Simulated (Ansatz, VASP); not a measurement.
**Pd in VASP and in Ansatz**

```xyz
1
Lattice="0.0000 2.1128 1.6480 2.1128 0.0000 1.6480 2.1128 2.1128 0.0000" Properties=species:S:1:pos:R:3 pbc="T T T"
Pd    0.0000    0.0000    0.0000
```

Alike in both runs: task single point; functional PBEsol; k mesh 24 × 24 × 24; occupations gaussian, width 0.15 eV; no spin polarisation.

|  | VASP | Ansatz |
| --- | --- | --- |
| version | VASP 6.6.1 | Ansatz 0.2.0 |
| potentials or method | VASP PAW PBE potentials, release 64 (Pd), cutoff 520 eV | scalar-relativistic, plane waves, PAW |
| valence electrons in the cell | 10 | 18 |

VASP gave:

```
gap on the k mesh at the Fermi level (eV)                     : none
pressure (GPa)                                                : -1.2
traceless stress, the component that is largest in VASP (GPa) : 2.20
```

Which values does Ansatz return?

gap on the k mesh at the Fermi level (eV): none; pressure (GPa): -0.8; traceless stress, the component that is largest in VASP (GPa): 2.23.

VASP's potentials were made for PBE, not for PBEsol. A gap of «none» marks a metal or a gap that the smearing closes. With one functional, cell and mesh, what is left measures potentials, basis and numerics. VASP's potentials hold 10 valence electrons a cell and Ansatz's 18, so a difference there can come from the potentials and not from the codes.
